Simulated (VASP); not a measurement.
Set up this calculation in VASP 6.6.1, as the native input.

| Item | Value |
| --- | --- |
| Task | single point |
| Functional | PBE |
| Potentials or basis | VASP PAW PBE potentials, release 64 (Zn, Cd, Se, S) |
| Cutoff | 500 eV |
| k mesh | 8 × 8 × 8 |
| Occupations | gaussian, width 0.02 eV |
| Spin | no spin polarisation |
| Dipole correction | no |
| Further INCAR settings | ALGO = Normal; EDIFF = 1e-06; NBANDS = 36 |

The structure of ZnCd2SeS2 lies in POSCAR:

```
ZnCd2SeS2
1.0
   -2.0688452923      6.1794907991      2.9441150109
    2.0688452923     -6.1794907991      2.9441150109
    2.0688452923      6.1794907991     -2.9441150109
Zn Cd Se S
1 2 1 2
Direct
    0.9843116384      0.9843116384      0.0000000000
    0.3392850913      0.0075125185      0.3317725729
    0.6757399456      0.0075125185      0.6682274271
    0.2224765995      0.7224765995      0.5000000000
    0.6047747474      0.7640933626      0.8406813848
    0.9234119778      0.7640933626      0.1593186152
```

The input as run:

INCAR

```
  PREC = Accurate
  ENCUT = 500
  EDIFF = 1E-6
  ISMEAR = 0
  SIGMA = 0.02
  LREAL = False
  LASPH = True
  NELM = 120
  ALGO = Normal
  ISIF = 2
  LWAVE = False
  LCHARG = True
  GGA = PE
  LELF = True
  LVHAR = True
  NBANDS = 36
  GGA_COMPAT = False
```

KPOINTS

```
Automatic mesh
0
Gamma
  8 8 8
```

Potentials or basis: VASP PAW PBE potentials, release 64 (Zn, Cd, Se, S).

Command:

```bash
$ cat potpaw_PBE.64/Zn/POTCAR potpaw_PBE.64/Cd/POTCAR potpaw_PBE.64/Se/POTCAR potpaw_PBE.64/S/POTCAR > POTCAR
$ mpirun -np 1 vasp_std > vasp.out
```

It gave:

The pressure is 0.2 GPa and the largest force is 0.023 eV/Å. The band gap on the k mesh is 1.03 eV.

Wall time 7.8 min on 1 thread of Intel(R) Xeon(R) 6975P-C (Granite Rapids), on a shared host, peak memory 0.72 GiB.
